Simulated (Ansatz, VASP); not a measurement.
**Two plane-wave programs on Ti**

File POSCAR:

```
Ti
1.0
    2.9358559451      0.0000000000      0.0000000000
   -1.4679279726      2.5425258303      0.0000000000
    0.0000000000      0.0000000000      4.6416239676
Ti
2
Direct
    0.3333333333      0.6666666667      0.2500000000
    0.6666666667      0.3333333333      0.7500000000
```

INCAR.step1

```
SYSTEM = Ti
ALGO = Normal ; EDIFF = 1E-4
ENCUT = 520 ; GGA = PE
ISMEAR = -1 ; LASPH = .TRUE.
LCHARG = .FALSE. ; LREAL = .FALSE.
LWAVE = .TRUE. ; NBANDS = 19
NELM = 60 ; PREC = Accurate
SIGMA = 0.2
```

Contents of INCAR.step2:

```
SYSTEM = Ti
ALGO = Normal ; EDIFF = 1E-7
ENCUT = 520 ; ISIF = 2
ISMEAR = -1 ; ISTART = 1
LASPH = .TRUE. ; LCHARG = .FALSE.
LMIXTAU = .TRUE. ; LREAL = .FALSE.
LWAVE = .FALSE. ; METAGGA = R2SCAN
NBANDS = 19 ; NELM = 60
PREC = Accurate ; SIGMA = 0.2
```

Contents of KPOINTS:

```
k-points
0
G
  12 12 7
  0 0 0
```

Input for Ansatz:

```yaml
crystal:
  lattice:
    - [2.9358559451, 0.0, 0.0]
    - [-1.4679279726, 2.5425258303, 0.0]
    - [0.0, 0.0, 4.6416239676]
  atoms:
    - { symbol: Ti, position: [0.3333333333, 0.6666666667, 0.25] }
    - { symbol: Ti, position: [0.6666666667, 0.3333333333, 0.75] }
hamiltonian:
  xc: r2scan
  pseudopotentials:
    kind: paw
    azcp:
      Ti: "pseudopotentials/Ti.paw.azcp"
basis:
  ecutwfc: 500
  fft_grid_basis: typed
kpoints:
  mp_grid: { grid: [12, 12, 7], shift: [0, 0, 0] }
magnetization:
  spin_polarized: false
scf:
  occupations: { method: fermi_dirac, width: 0.2 }
  lower_state_search: "off"
output:
  stress: true
```

Alike in both runs: task single point; functional r2SCAN; k mesh 12 × 12 × 7; occupations fermi-dirac, width 0.2 eV; no spin polarisation.

```csv
,VASP,Ansatz
version,VASP 6.6.1,Ansatz 0.2.0
potentials or method,"VASP PAW PBE potentials, release 64 (Ti_sv), cutoff 520 eV","plane waves (500 eV) with PAW, scalar-relativistic"
valence electrons in the cell,24,24
```

```csv
,VASP,Ansatz,Ansatz less VASP
pressure (GPa),1.0,0.6,-0.36
"traceless stress, the component that is largest in VASP (GPa)",0.24,0.23,-0.008
```

VASP's potentials were made for PBE, not for r2SCAN.
